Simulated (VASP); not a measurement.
Runs of VASP 6.6.1 on Ga. The structure is that of space group Cmce (No. 64), or close to it. The cells are those of the table. 

| cell | k mesh | gap on the mesh (eV) | pressure (GPa) | largest force (eV/Å) |
| --- | --- | --- | --- | --- |
| a = 4.517, b = 4.517, c = 4.595 Å, angles 90.0, 90.0, 118.7°, 4 atoms | 11 × 11 × 10 | none | -5.5 | 0.09 |
| a = 4.463, b = 4.463, c = 4.540 Å, angles 90.0, 90.0, 118.7°, 4 atoms | 11 × 11 × 10 | none | -4.1 | 0.07 |
| a = 4.407, b = 4.407, c = 4.483 Å, angles 90.0, 90.0, 118.7°, 4 atoms | 11 × 11 × 10 | none | (a) | 0.05 |
| a = 4.350, b = 4.350, c = 4.425 Å, angles 90.0, 90.0, 118.7°, 4 atoms | 12 × 12 × 10 | none | 0.2 | 0.03 |
| a = 4.350, b = 4.350, c = 4.425 Å, angles 90.0, 90.0, 118.7°, 4 atoms | 11 × 11 × 10 | none | 0.2 | 0.03 |

Alike in all rows: task single point; level LDA; potentials or basis VASP PAW LDA potentials, release 64 (Ga_d); no spin polarisation; cutoff (eV) 520; smearing fermi-dirac 0.1 eV.

Problem. Estimate the missing entries.

Solution. (a) -2.2.

Caveats: the cell stands under tension (at least some runs).

A k mesh can miss the band edges, and the runs leave out spin-orbit coupling on Ga.

A gap of «none» marks levels without a gap at the run's occupations.
